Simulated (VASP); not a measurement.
A run of VASP 6.6.1 is set up as follows.

File INCAR:

```
PREC     = Accurate       # precision mode
ENCUT    = 520            # plane-wave cutoff, eV
EDIFF    = 1E-7           # SCF threshold, eV
ISMEAR   = -1             # smearing method
SIGMA    = 0.05           # smearing width, eV
LREAL    = F              # projectors in reciprocal space
LASPH    = T              # aspherical terms in the spheres
NELM     = 100            # most SCF steps
ALGO     = Normal         # electronic algorithm
ISIF     = 2              # what is computed and relaxed
LWAVE    = F              # write WAVECAR
LCHARG   = F              # write CHGCAR
GGA      = PE             # functional
NBANDS   = 11             # bands
```

The input KPOINTS:

```
regular mesh
0
Gamma
  13 13 13
```

Contents of POSCAR:

```
BN
1.0
    0.0000000000      1.7700891686      1.7700891686
    1.7700891686      0.0000000000      1.7700891686
    1.7700891686      1.7700891686      0.0000000000
N B
1 1
Direct
    0.2500000000      0.2500000000      0.2500000000
    0.0000000000      0.0000000000      0.0000000000
```

Potentials or basis: VASP PAW PBE potentials, release 64 (N, B).

Launch:

```sh
$ cat potpaw_PBE.64/N/POTCAR potpaw_PBE.64/B/POTCAR > POTCAR
$ mpirun -np 1 vasp_std > vasp.out
```

(1) What does it give for the band gap on the k mesh?

(2) Estimate the pressure.

Answers

(1) 4.60 eV, indirect (least direct gap 9.12 eV).

(2) 30.4 GPa.
